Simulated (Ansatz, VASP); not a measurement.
**Two plane-wave programs on LaYN2**

```
La Y N
1.0
     3.64293    0.00000    0.00000
    -1.82147    3.15487    0.00000
     0.00000    0.00000    7.86930
La Y N
1 1 2
Cartesian
  0.0000 0.0000 0.0000
  0.0000 0.0000 3.9346
  0.0000 2.1032 0.0000
  1.8215 1.0516 0.0000
```

Alike in both runs: task relaxation of cell and atoms; functional PBE; k mesh 6 × 6 × 2; occupations gaussian, width 0.1 eV; no spin polarisation.

|  | VASP | Ansatz |
| --- | --- | --- |
| version | VASP 6.6.1 | Ansatz 0.2.0 |
| potentials or method | VASP PAW PBE potentials, release 64 (La, Y_sv, N), cutoff 600 eV | scalar-relativistic, plane waves, PAW |
| valence electrons in the cell | 32 | 32 |

Ansatz gave:

- gap on the k mesh at the Fermi level, each at its own relaxed structure (eV): none
- relaxed volume (Å³/atom): 28.24
- relaxed length of the cell vector where the two differ most in proportion (Å): 7.868

Estimate VASP's values.

gap on the k mesh at the Fermi level, each at its own relaxed structure (eV): none; relaxed volume (Å³/atom): 28.23; relaxed length of the cell vector where the two differ most in proportion (Å): 7.866.

A gap of «none» marks a metal or a gap that the smearing closes.

The k mesh is coarse, so the values compare programs but aren't converged. Neither program's run includes spin-orbit coupling. Noted on VASP's run: the volume moved by over 15 % at a fixed basis, so the end points are rough.
